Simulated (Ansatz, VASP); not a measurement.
**Ti: VASP beside Ansatz**

INCAR

```
SYSTEM = Ti
  ALGO = Normal
  EDIFF = 1E-7
  ENCUT = 520
  GGA = PS
  ISIF = 2
  ISMEAR = -1
  LASPH = .True.
  LCHARG = .False.
  LREAL = .False.
  LWAVE = .False.
  NBANDS = 19
  NELM = 100
  PREC = Accurate
  SIGMA = 0.08
```

Contents of KPOINTS:

```
k-points
0
Gamma
  13 13 7
  0 0 0
```

POSCAR

```
Ti
1.0
    2.9499978604      0.0442499679      0.0442499679
   -1.4366773339      2.5326481043      0.0161966124
    0.0702900000      0.0702900000      4.6860000000
Ti
2
Direct
    0.3333333333      0.6666666667      0.2500000000
    0.6666666667      0.3333333333      0.7500000000
```

Input for Ansatz:

```yaml
crystal:
  lattice:
    - [2.9499978604, 0.0442499679, 0.0442499679]
    - [-1.4366773339, 2.5326481043, 0.0161966124]
    - [0.07029, 0.07029, 4.686]
  atoms:
    - { symbol: Ti, position: [0.3333333333, 0.6666666667, 0.25] }
    - { symbol: Ti, position: [0.6666666667, 0.3333333333, 0.75] }
kpoints:
  mp_grid: { grid: [13, 13, 7] }
  band_path:
    path:
      - [0.0, 0.0, 0.0]
      - [0.0, -0.5, 0.0]
      - [0.0, 0.0, 0.5]
      - [0.0, 0.0, 0.0]
      - [-0.5, 0.0, 0.0]
      - [-0.5, 0.5, -0.5]
      - [0.0, 0.0, 0.0]
      - [-0.5, 0.0, -0.5]
      - [-0.5, 0.5, 0.0]
    npoints: 5
scf:
  occupations: { method: fermi_dirac, width: 0.08 }
hamiltonian:
  xc: pbesol
  pseudopotentials: { kind: all_electron, lapw: { basis_error: 0.0005 } }
output:
  forces: true
  stress: true
  eigenvalues: true
```

Change from the starting cell: equal xy, yz and zx shear strains of +3 %.

Alike in both runs: task single point; functional PBEsol; k mesh 13 × 13 × 7; occupations fermi-dirac, width 0.08 eV; no spin polarisation.

|  | VASP | Ansatz |
| --- | --- | --- |
| version | VASP 6.6.1 | Ansatz 0.2.0 |
| potentials or method | VASP PAW PBE potentials, release 64 (Ti_sv), cutoff 520 eV | all-electron LAPW, scalar-relativistic |

```csv
,VASP,Ansatz,Ansatz less VASP
pressure (GPa),-5.9,-5.7,+0.19
"traceless stress, the component that is largest in VASP (GPa)",-1.66,-1.67,-0.017
rms of the force components (eV/Å),0.042,0.042,+0.0006
```

VASP's potentials were made for PBE, not for PBEsol. Atom by atom the forces differ by 0.001 eV/Å (rms over components). Ansatz ran all-electron here, and VASP with PAW potentials.
